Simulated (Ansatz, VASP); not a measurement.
## Two plane-wave programs on SnO2

```xyz
3
Lattice="1.5952 0.9210 4.7357 -1.5952 0.9210 4.7357 0.0000 -1.8420 4.7357" Properties=species:S:1:pos:R:3 pbc="T T T"
Sn    0.0000    0.0000    7.1036
O     0.0000    0.0000   10.8376
O     0.0000    0.0000    3.3695
```

Alike in both runs: task single point; functional r2SCAN; k mesh 10 × 10 × 10; occupations fermi-dirac, width 0.05 eV; no spin polarisation.

```csv
,VASP,Ansatz
version,VASP 6.6.1,Ansatz 0.2.0
potentials or method,"VASP PAW PBE potentials, release 64 (Sn_d, O)",Ansatz PAW
plane-wave cutoff (eV),520,500
valence electrons in the cell,26,26
```

|  | VASP | Ansatz | Ansatz less VASP |
| --- | --- | --- | --- |
| gap on the k mesh at the Fermi level (eV) | 2.73 | 2.73 | +0.003 |
| least direct gap on the mesh (eV) | 2.88 | 2.88 | 0.000 |
| pressure (GPa) | 0.0 | -1.0 | -1.06 |
| traceless stress, the component that is largest in VASP (GPa) | -2.14 | -1.51 | +0.629 |
| rms of the force components (eV/Å) | 0.042 | 0.083 | +0.0410 |

VASP's potentials were made for PBE, not for r2SCAN. Atom by atom the forces differ by 0.041 eV/Å (rms over components).
